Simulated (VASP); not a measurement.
A run of VASP 6.6.1 is set up as follows.

INCAR

```
  ALGO = Normal
  EDIFF = 1E-6
  ENCUT = 520
  GGA = CA
  GGA_COMPAT = F
  ISIF = 2
  ISMEAR = 0
  ISPIN = 2
  LASPH = T
  LCHARG = F
  LORBIT = 11
  LREAL = F
  LWAVE = F
  MAGMOM = 0 1 1 1
  NBANDS = 28
  NELM = 200
  PREC = Accurate
  SIGMA = 0.1
```

The input KPOINTS:

```
k-points
0
Gamma
  6 6 6
```

File POSCAR:

```
PbO3
1.0
    4.3622210000      0.0000000000      0.0000000000
    0.0000000000      4.3622210000      0.0000000000
    0.0000000000      0.0000000000      4.3622210000
Pb O
1 3
Direct
    0.0000000000      0.0000000000      0.0000000000
    0.0000000000      0.5000000000      0.0000000000
    0.0000000000      0.0000000000      0.5000000000
    0.5000000000      0.0000000000      0.0000000000
```

Potentials or basis: VASP PAW LDA potentials, release 64 (Pb_d, O).

Command:

```bash
$ cat potpaw_LDA.64/Pb_d/POTCAR potpaw_LDA.64/O/POTCAR > POTCAR
$ mpirun -np 1 vasp_std > vasp.out
```

Question: What does it give for the pressure?

Answer: -6.5 GPa.

Question: Predict the net moment.

Answer: 2.07 μB per cell.
